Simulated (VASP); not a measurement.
Sr:

```xyz
1
Lattice="0.0000 3.0423 3.0423 3.0423 0.0000 3.0423 3.0423 3.0423 0.0000" Properties=species:S:1:pos:R:3 pbc="T T T"
Sr    0.0000    0.0000    0.0000
```

```yaml
Program: VASP 6.6.1
Task: relaxation of cell and atoms
Functional: PBEsol
Potentials_or_basis: VASP PAW PBE potentials, release 64 (Sr_sv)
Cutoff: 600 eV
k_mesh: 6 × 6 × 6
Occupations: fermi-dirac, width 0.05 eV
Spin: no spin polarisation
```

At the start: pressure -0.9 GPa; volume 56.32 Å³/atom.

Q: Where does the relaxation end?

A: Over 3 steps the energy falls by 11.5 meV/atom and the volume is 52.06 Å³/atom (-7.6 %); space group Fm-3m (No. 225, to 0.05 Å).

The path:
```tsv
step	energy change (eV)	largest force (eV/Å)	pressure (GPa)	volume (Å³)
1	0.0000	0.0000	-0.85	56.32
2	-0.0094	0.0000	-0.39	53.91
3	-0.0115	0.0000	0.04	52.06
```

Final structure:
```xyz
1
Lattice="0.0000 2.9636 2.9636 2.9636 0.0000 2.9636 2.9636 2.9636 0.0000" Properties=species:S:1:pos:R:3 pbc="T T T"
Sr    0.0000    0.0000    0.0000
```

Caveat: the PAW data sets were made with another functional, which shifts forces and pressure a little.
